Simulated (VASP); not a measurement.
Set up this calculation in VASP 6.6.1, as the native input.

| Item | Value |
| --- | --- |
| Task | single point |
| Functional | RPBE |
| Potentials or basis | VASP PAW PBE potentials, release 64 (Cu, O) |
| Cutoff | 520 eV |
| k mesh | 11 × 11 × 11 |
| Occupations | fermi-dirac, width 0.05 eV |
| Spin | no spin polarisation |
| Dipole correction | no |
| Further INCAR settings | ALGO = Normal; EDIFF = 1e-06; NBANDS = 16 |

The structure of CuO lies in POSCAR:

```
CuO
1.0
    0.0000000000      2.0879543312      2.0879543312
    2.0879543312      0.0000000000      2.0879543312
    2.0879543312      2.0879543312      0.0000000000
Cu O
1 1
Direct
    0.0294977200      0.0281008700      0.9080259900
    0.4705022800      0.4718991300      0.5919740100
```

One way to write it, as run:

INCAR

```
SYSTEM = CuO
PREC = Accurate
ENCUT = 520
EDIFF = 1E-6
ISMEAR = -1
SIGMA = 0.05
LREAL = .FALSE.
LASPH = .TRUE.
NELM = 80
ALGO = Normal
ISIF = 2
LWAVE = .FALSE.
LCHARG = .FALSE.
GGA = RP
NBANDS = 16
```

KPOINTS

```
Automatic mesh
0
G
  11 11 11
  0 0 0
```

Potentials or basis: VASP PAW PBE potentials, release 64 (Cu, O).

Command:

```sh
$ cat potpaw_PBE.64/Cu/POTCAR potpaw_PBE.64/O/POTCAR > POTCAR
$ mpirun -np 1 vasp_std > vasp.out
```

Results of the run:

```json
{
 "Pressure": "36.0 GPa",
 "Largest force": "1.455 eV/Å",
 "Band gap on the k mesh": "zero (an odd number of electrons rules out a gap without spin polarisation)"
}
```

Caveat: the cell stands under pressure; the PAW data sets were made with another functional, which shifts forces and pressure a little; an odd number of electrons without spin polarisation forces a metal; a magnetic or distorted state may lie lower; semilocal functionals often make such compounds metallic where correlation or magnetic order opens a gap, which also shifts bond lengths.

It took 66 s on 1 thread of Intel(R) Xeon(R) 6975P-C (Granite Rapids) (shared host), peak memory 0.31 GiB.
